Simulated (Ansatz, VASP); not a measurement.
# TiAl3: VASP beside Ansatz

```
Ti Al
1.0
     2.83968    0.00000    0.00000
     0.00000    4.68126    0.00000
     0.00000    0.00000    4.90074
Ti Al
1 3
Direct
  0.00000 0.50000 0.16592
  0.00000 0.00000 0.83590
  0.50000 0.00000 0.33091
  0.50000 0.50000 0.66727
```

Alike in both runs: functional LDA; k mesh 5 × 3 × 3; occupations fermi-dirac, width 0.05 eV; no spin polarisation.

```csv
,VASP,Ansatz
version,VASP 6.6.1,Ansatz 0.2.0
potentials or method,"VASP PAW LDA potentials, release 64 (Ti_sv, Al)",Ansatz PAW
plane-wave cutoff (eV),520,420
valence electrons in the cell,21,21
task,single point,band structure
```

```csv
,VASP,Ansatz,Ansatz less VASP
gap on the k mesh at the Fermi level (eV),none,none,-
pressure (GPa),-5.0,-5.1,-0.11
"traceless stress, the component that is largest in VASP (GPa)",-0.67,-0.67,+0.002
rms of the force components (eV/Å),0.087,0.089,+0.0015
```

LDA's correlation is that of Perdew and Zunger in VASP and of Perdew and Wang (1992) in Ansatz. Atom by atom the forces differ by 0.002 eV/Å (rms over components). A gap of «none» marks a metal or a gap that the smearing closes.

The k mesh is coarse, so the values compare programs but aren't converged.
